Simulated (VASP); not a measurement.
Input of a VASP 6.6.1 run:

The input INCAR:

```
SYSTEM = Cr
ALGO = Normal
EDIFF = 1E-7
ENCUT = 520
GGA = RP
ISIF = 2
ISMEAR = -1
LASPH = .TRUE.
LCHARG = .FALSE.
LREAL = .FALSE.
LWAVE = .FALSE.
NBANDS = 12
NELM = 100
PREC = Accurate
SIGMA = 0.1
```

Contents of KPOINTS:

```
k-points
0
G
  15 15 15
  0 0 0
```

Contents of POSCAR:

```
Cr
1.0
    2.3257207856      0.0000000000      0.0000000000
    0.0000000000      2.3257207856      0.0000000000
    0.0000000000      0.0000000000      2.3257207856
Cr
1
Direct
    0.0000000000      0.0000000000      0.0000000000
```

Potentials or basis: VASP PAW PBE potentials, release 64 (Cr_pv).

The run is started by

```bash
$ cat potpaw_PBE.64/Cr_pv/POTCAR > POTCAR
$ mpirun -np 1 vasp_std > vasp.out
```

Q: Predict the pressure.

A: 8.4 GPa.

Q: What does it give for the band gap on the k mesh?

A: Zero (band 6 reaches 11.05 eV, above the bottom of band 7 at 9.29 eV).

Caveat: the PAW data sets were made with another functional, which shifts forces and pressure a little; the run has no spin polarisation, though such a crystal can be magnetic. Spin polarisation is off, so any magnetic state and its effect on volume and gap are missing.
